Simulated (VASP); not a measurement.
# Si2W (C2/m) in VASP: notebook

Si2W is run at these levels: PBEsol; tasks: electric field gradients.

Everything below comes from runs of VASP 6.6.1. Logs are shortened: lines on timing, memory, paths and dates and some standing lists are left out, and cuts for length are marked.

## Step 1: The cell of the first run

Symmetry: C2/m, No. 12, monoclinic system. The conventional cell has a = 4.565 Å, b = 4.520 Å, c = 4.526 Å, α = 90.00°, β = 119.48°, γ = 90.00°. Within 3.4 Å of Si (site symmetry m) lie 9 Si at 2.61 to 3.21 Å and 5 W at 2.62 to 2.65 Å. W (site symmetry 2/m) has 10 Si at 2.62 to 2.65 Å and 4 W at 3.21 Å within 3.4 Å.

## Step 2: Electric field gradients, PBEsol (equal xy, yz and zx shear strains of +1 %)

INCAR reads:

```
ALGO = Normal ; EDIFF = 1E-8
ENCUT = 520 ; GGA = PS
ISIF = 2 ; ISMEAR = -1
KPAR = 4 ; LASPH = T
LCHARG = F ; LEFG = T
LREAL = F ; LWAVE = F
NBANDS = 18 ; NELM = 80
PREC = Accurate ; SIGMA = 0.03
```

KPOINTS reads:

```
k-points
0
Gamma
  18 18 18
```

POSCAR reads:

```
Si2W
1.0
   -1.5782700000      1.6176700000      3.9400000000
    1.6176700000     -1.5782700000      3.9400000000
    1.5943300000      1.5943300000     -3.9239400000
Si W
2 1
Direct
    0.3330000000      0.3330000000      0.0000000000
    0.6670000000      0.6670000000      0.0000000000
    0.0000000000      0.0000000000      0.0000000000
```

Potentials or basis: VASP PAW PBE potentials, release 64 (Si, W_sv).

Command:

```
cat potpaw_PBE.64/Si/POTCAR potpaw_PBE.64/W_sv/POTCAR > POTCAR
mpirun -np 4 vasp_std > vasp.out
```

OUTCAR:

```text
EDIFF = 1E-8
   ENCUT = 520
   GGA = PS
   ISIF = 2
   ISMEAR = -1
   LASPH = T
   LREAL = F
   NELM = 80
   PREC = Accurate

 ion  position               nearest neighbor table
   1  0.333  0.333  0.000-   2 2.61   2 2.61   2 2.61   3 2.62   3 2.62   3 2.62   3 2.62   2 2.63
                             2 2.65   3 2.65
   2  0.667  0.667  0.000-   1 2.61   1 2.61   1 2.61   3 2.62   3 2.62   3 2.62   3 2.62   1 2.63
                             1 2.65   3 2.65
   3  0.000  0.000  0.000-   2 2.62   2 2.62   1 2.62   1 2.62   1 2.62   2 2.62   2 2.62   1 2.62
                             2 2.65   1 2.65

  Warning from LATTYP: Got some problem with cell dimensions!
  Tried to take original basis but could not verify dimensions!
  LATTYP: Found a base centered monoclinic cell.
 ALAT       =     4.5652792271
 B/A-ratio  =     0.9900252466
 C/A-ratio  =     0.9913091082
 COS(beta)  =    -0.4921022991

  Lattice vectors:

 A1 = (  -0.0160600000,  -3.2120000000,  -0.0160600000)
 A2 = (  -3.2120000000,  -0.0160600000,  -0.0160600000)
 A3 = (   1.5943300000,   1.5943300000,  -3.9239400000)

Analysis of symmetry for initial positions (statically):
=====================================================================
 Subroutine PRICEL returns:
 Original cell was already a primitive cell.

 Routine SETGRP: Setting up the symmetry group for a
 base centered monoclinic supercell.

 Subroutine GETGRP returns: Found  4 space group operations
 (whereof  4 operations were pure point group operations)
 out of a pool of  4 trial point group operations.

The static configuration has the point symmetry C_2h.

Analysis of symmetry for dynamics (positions and initial velocities):
=====================================================================
 Subroutine PRICEL returns:
 Original cell was already a primitive cell.

 Routine SETGRP: Setting up the symmetry group for a
 base centered monoclinic supercell.

 Subroutine GETGRP returns: Found  4 space group operations
 (whereof  4 operations were pure point group operations)
 out of a pool of  4 trial point group operations.

The dynamic configuration has the point symmetry C_2h.

 Subroutine INISYM returns: Found  4 space group operations
 (whereof  4 operations are pure point group operations),
 and found     1 'primitive' translations

----------------------------------------------------------------------------------------

                                     Primitive cell

  volume of cell :      40.6457

  direct lattice vectors                    reciprocal lattice vectors
    -1.578270000  1.617670000  3.940000000    -0.002180387  0.310716601  0.125360872
     1.617670000 -1.578270000  3.940000000     0.310716601 -0.002180387  0.125360872
     1.594330000  1.594330000 -3.923940000     0.309798998  0.309798998 -0.003097990

  length of vectors
     4.542179259  4.542179259  4.525602879     0.335059559  0.335059559  0.438132898

  position of ions in fractional coordinates (direct lattice)
     0.333000000  0.333000000  1.000000000
     0.667000000  0.667000000  1.000000000
     0.000000000  0.000000000  0.000000000

  ion indices of the primitive-cell ions
   primitive index   ion index
                 1           1
                 2           2
                 3           3

----------------------------------------------------------------------------------------

 KPOINTS: k-points

Automatic generation of k-mesh.
 Grid dimensions read from file:
 generate k-points for:   18   18   18

 Generating k-lattice:

  Cartesian coordinates                     Fractional coordinates (reciprocal lattice)
    -0.000121133  0.017262033  0.006964493     0.055555556 -0.000000000  0.000000000
     0.017262033 -0.000121133  0.006964493    -0.000000000  0.055555556  0.000000000
     0.017211055  0.017211055 -0.000172111    -0.000000000 -0.000000000  0.055555556

  Length of vectors
     0.018614420  0.018614420  0.024340717

  Shift w.r.t. Gamma in fractional coordinates (k-lattice)
     0.000000000  0.000000000  0.000000000

 Subroutine IBZKPT returns following result:
 ===========================================

 Found   1550 irreducible k-points:

 Following reciprocal coordinates:
            Coordinates               Weight
  0.000000  0.000000  0.000000      1.000000
  0.055556  0.000000  0.000000      4.000000
  0.111111  0.000000  0.000000      4.000000
  0.166667  0.000000  0.000000      4.000000
  0.222222  0.000000  0.000000      4.000000
  0.277778  0.000000  0.000000      4.000000
[... 16 lines left out ...]
 -0.277778  0.055556 -0.000000      4.000000
 -0.222222  0.055556 -0.000000      4.000000
 [... further k-points ...]
   k-points           NKPTS =   1550   k-points in BZ     NKDIM =   1550   number of bands    NBANDS=     18
   number of dos      NEDOS =    301   number of ions     NIONS =      3
   total plane-waves  NPLWV =  46656
   dimension x,y,z NGX =    36 NGY =   36 NGZ =   36
   dimension x,y,z NGXF=    72 NGYF=   72 NGZF=   72
   ions per type =               2   1
   NGX,Y,Z   is equivalent  to a cutoff of  13.18, 13.18, 13.22 a.u.
   NGXF,Y,Z  is equivalent  to a cutoff of  26.35, 26.35, 26.45 a.u.
 SYSTEM =  unknown system
   PREC   = accura    normal or accurate (medium, high low for compatibility)
   ISTART =      0    job   : 0-new  1-cont  2-samecut
   ICHARG =      2    charge: 1-file 2-atom 10-const
   ISPIN  =      1    spin polarized calculation?
   LNONCOLLINEAR =      F non collinear calculations
   LSORBIT =      F    spin-orbit coupling
   LASPH  =      T    aspherical Exc in radial PAW
   ENCUT  =  520.0 eV  38.22 Ry    6.18 a.u.   8.45  8.45  8.41*2*pi/ulx,y,z
   NELM   =     80;   NELMIN=  2; NELMDL= -5     # of ELM steps
   EDIFF  = 0.1E-07   stopping-criterion for ELM
   LREAL  =      F    real-space projection
   EDIFFG = 0.1E-06   stopping-criterion for IOM
   NSW    =      0    number of steps for IOM
   IBRION =     -1    ionic relax: 0-MD 1-quasi-New 2-CG
   NFREE  =      0    steps in history (QN), initial steepest desc. (CG)
   ISIF   =      2    stress and relaxation
   ISYM   =      2    0-nonsym 1-usesym 2-fastsym
   POTIM  = 0.5000    time-step for ionic-motion
   TEBEG  =    0.0;   TEEND  =   0.0 temperature during run
   PSTRESS=    0.0 pullay stress
   NELECT =      22.0000    total number of electrons
   NUPDOWN=      -1.0000    fix difference up-down
   EMIN   =  10.00;   EMAX   =-10.00  energy-range for DOS
   EFERMI =   0.00;   METHOD = LEGACY
   ISMEAR =    -1;   SIGMA  =   0.03  broadening in eV -4-tet -1-fermi 0-gaus
   EFERMI_NEDOS =   21; number of points for ismear=-14 and -15
   IALGO  =     38    algorithm
   IMIX   =      4    mixing-type and parameters
     AMIX     =   0.40;   BMIX     =  1.00
     AMIX_MAG =   1.60;   BMIX_MAG =  1.00
  volume/ion in A,a.u.               =      13.55        91.43
  Fermi-wavevector in a.u.,A,eV,Ry     =   1.334169  2.521213 24.218457  1.780006
  Thomas-Fermi vector in A             =   2.462971
   LORBIT       =      0    0 simple, 1 ext, 2 COOP (PROOUT), +10 PAW based schemes
   GGA     = PS    functional components
   LHFCALC =     F    Hartree Fock is set to
   AEXX    =    0.0000 exact exchange contribution
   IVDW    =     0    specifies the selected vdW correction
   LEPSILON=     F    determine dielectric tensor
   LRPA    =     F    only Hartree local field effects (RPA)
 non-spin polarized calculation
  energy-cutoff  :      520.00
  volume of cell :       40.65
 maximum number of plane-waves:      1119
 NGX is ok and might be reduce to    36
   NGX = 17   NGY = 17   NGZ = 17

 number of electron      21.9999999 magnetization

 Free energy of the ion-electron system (eV)
  ---------------------------------------------------
  ext. energy  EPLUGINS =         0.00000000
  ---------------------------------------------------
  free energy    TOTEN  =       -26.62339674 eV

  energy without entropy =      -26.62272588  energy(sigma->0) =      -26.62306131

 E-fermi :  11.7954     XC(G=0): -12.5834

 val. band max:       11.7924813944   @ k =  -0.4444   0.5000   0.2778
 cond. band min:      11.8131207512   @ k =  -0.3889  -0.3889   0.3333
 fundamental gap:      0.0206393568
 Fermi energy:        11.7953631357

 k-point     1 :       0.0000    0.0000    0.0000
  band No.  band energies     occupation
      1     -62.0297      2.00000
      2     -26.3037      2.00000
      3     -26.2577      2.00000
      4     -26.2560      2.00000
      5      -2.2554      2.00000
      6       4.9875      2.00000
[... 10 lines left out ...]
     17      17.3572      0.00000
     18      17.3824      0.00000

 k-point     2 :       0.0556    0.0000    0.0000
  band No.  band energies     occupation
      1     -62.0295      2.00000
      2     -26.3033      2.00000
      3     -26.2635      2.00000
      4     -26.2561      2.00000
      5      -2.1970      2.00000
      6       4.9948      2.00000
[... 10 lines left out ...]
     17      17.3747      0.00000
     18      17.6015      0.00000

 k-point     3 :       0.1111    0.0000    0.0000
  band No.  band energies     occupation
      1     -62.0288      2.00000
      2     -26.3023      2.00000
      3     -26.2822      2.00000
      4     -26.2544      2.00000
      5      -2.0231      2.00000
      6       5.0067      2.00000
[... 10 lines left out ...]
     17      17.4433      0.00000
     18      18.1691      0.00000

 k-point     4 :       0.1667    0.0000    0.0000
  band No.  band energies     occupation
      1     -62.0278      2.00000
      2     -26.3137      2.00000
      3     -26.2978      2.00000
      4     -26.2518      2.00000
      5      -1.7375      2.00000
      6       4.9869      2.00000
[... 375 lines left out ...]
      4     -26.2482      2.00000
      5      -0.3099      2.00000
      6       4.1075      2.00000
[... 10 lines left out ...]
     17      19.0684      0.00000
     18      19.9262      0.00000

 k-point    23 :      -0.2778    0.0556   -0.0000
  band No.  band energies     occupation
      1     -62.0250      2.00000
      2     -26.3854      2.00000
      3     -26.2918      2.00000
      4     -26.2515      2.00000
      5      -0.8738      2.00000
      6       4.7138      2.00000
[... 10 lines left out ...]
     17      18.7490      0.00000
     18      19.8959      0.00000

 k-point    24 :      -0.2222    0.0556   -0.0000
  band No.  band energies     occupation
      1     -62.0264      2.00000
      2     -26.3478      2.00000
      3     -26.2947      2.00000
      4     -26.2551      2.00000
      5      -1.3490      2.00000
      6       5.1189      2.00000
[... 10 lines left out ...]
     17      18.0663      0.00000
     18      20.0013      0.00000

 [... further k-points ...]

------------------------ aborting loop because EDIFF is reached ----------------------------------------

  FORCE on cell =-STRESS in cart. coord.  units (eV):
  Direction    XX          YY          ZZ          XY          YZ          ZX
  --------------------------------------------------------------------------------------
  -------------------------------------------------------------------------------------
  Total       -0.5624894     -0.5624894     -1.2659101     -0.4990584     -0.5080339     -0.5080339
  in kB      -22.1722651    -22.1722651    -49.8997782    -19.6719375    -20.0257340    -20.0257337
  external PRESSURE =     -31.4147695 kB  Pullay stress =       0.0000000 kB

 VOLUME and BASIS-vectors are now :
 -----------------------------------------------------------------------------
  energy-cutoff  :      520.00
  volume of cell :       40.65
      direct lattice vectors                 reciprocal lattice vectors
    -1.578270000  1.617670000  3.940000000    -0.002180387  0.310716601  0.125360872
     1.617670000 -1.578270000  3.940000000     0.310716601 -0.002180387  0.125360872
     1.594330000  1.594330000 -3.923940000     0.309798998  0.309798998 -0.003097990

 POSITION                                       TOTAL-FORCE (eV/Angst)
 -----------------------------------------------------------------------------------
      0.01312      0.01312      2.62404         0.006534      0.006534      0.270766
      0.02628      0.02628      5.25596        -0.006534     -0.006534     -0.270766
      0.00000      0.00000      0.00000        -0.000000      0.000000      0.000000
 -----------------------------------------------------------------------------------
    total drift:                                0.000000      0.000000     -0.000000

  FREE ENERGIE OF THE ION-ELECTRON SYSTEM (eV)
  ---------------------------------------------------
  free  energy   TOTEN  =       -26.6233967413 eV

  energy  without entropy=      -26.6227258772  energy(sigma->0) =      -26.62306131

 Electric field gradients (V/A^2)
---------------------------------------------------------------------
 ion       V_xx      V_yy      V_zz      V_xy      V_xz      V_yz
---------------------------------------------------------------------
   1       4.559     4.559    -9.117     2.268     1.722     1.722
   2       4.559     4.559    -9.117     2.268     1.722     1.722
   3      63.102    63.102  -126.204    15.777    13.441    13.441
---------------------------------------------------------------------

 Electric field gradients after diagonalization (V/A^2)
 (convention: |V_zz| > |V_xx| > |V_yy|)
----------------------------------------------------------------------
 ion       V_xx      V_yy      V_zz     asymmetry (V_yy - V_xx)/ V_zz
----------------------------------------------------------------------
   1       7.190     2.291    -9.481       0.517
   2       7.190     2.291    -9.481       0.517
   3      80.626    47.325  -127.950       0.260
----------------------------------------------------------------------

           NMR quadrupolar parameters

 Cq : quadrupolar parameter    Cq=e*Q*V_zz/h
 eta: asymmetry parameters     (V_yy - V_xx)/ V_zz
 Q  : nuclear electric quadrupole moment in mb (millibarn)
----------------------------------------------------------------------
 ion       Cq(MHz)       eta       Q (mb)
----------------------------------------------------------------------
   1      -0.023       0.517       1.000
   2      -0.023       0.517       1.000
   3      -0.309       0.260       1.000
----------------------------------------------------------------------
```

It took 6.2 min on 4 MPI ranks of AMD EPYC 7R13 (Zen 3), shared host; peak memory 1.1 GiB.

What came out:

```yaml
Free_energy: -26.6234 eV
Pressure: -3.1 GPa
Largest_force: 0.271 eV/Å
Band_gap_on_the_k_mesh: zero (bands 11 and 12 overlap by 1.35 eV)
Largest_electric_field_gradient_by_atom: Si -9.5; W -128.0 V/Å²
```

Forces on the atoms (eV/Å):
```
Si   0.007  0.007  0.271
Si  -0.007 -0.007 -0.271
W    0.000  0.000  0.000
```

Levels at points of the mesh, in eV from the Fermi level:
```tsv
k point	band 7	band 8	band 9	band 10	band 11	band 12	band 13	band 14	band 15	band 16
(0.00, 0.00, 0.00)	-3.82	-3.32	-2.90	-2.76	0.68	2.68	2.85	3.22	3.24	4.51
(0.50, 0.00, 0.00)	-5.67	-4.77	-2.87	-2.68	-0.45	2.71	2.72	3.85	4.37	5.16
(0.50, 0.50, 0.00)	-5.98	-5.62	-5.00	-3.28	-1.73	2.71	2.97	3.08	3.74	4.38
(0.00, 0.00, 0.50)	-6.06	-5.43	-5.07	-3.27	-1.62	2.58	2.97	3.12	3.77	4.30
(0.50, 0.00, 0.50)	-5.76	-4.88	-2.76	-2.68	-0.42	2.70	2.79	4.04	4.25	5.06
(0.50, 0.50, 0.50)	-3.82	-2.64	-0.87	-0.78	-0.57	-0.45	0.85	4.34	4.83	6.00
```

Electric field gradients, principal values (V/Å²):
```tsv
atom	least	middle	greatest (by size)
1 Si	2.291	7.190	-9.481
2 Si	2.291	7.190	-9.481
3 W	47.325	80.626	-127.950
```

Caveat: the cell differs from its parent crystal (equal xy, yz and zx shear strains of +1 %); the cell stands under tension; without QUAD_EFG the Cq values of the log hold for a quadrupole moment of 1 mb, not for the nuclei; the PAW data sets were made with another functional, which shifts forces and pressure a little; spin-orbit coupling is left out, which moves the levels of the heavy elements.

[end of part 1 of 2]

The gap in the log of VASP goes by the Fermi energy; the results here count the filled bands.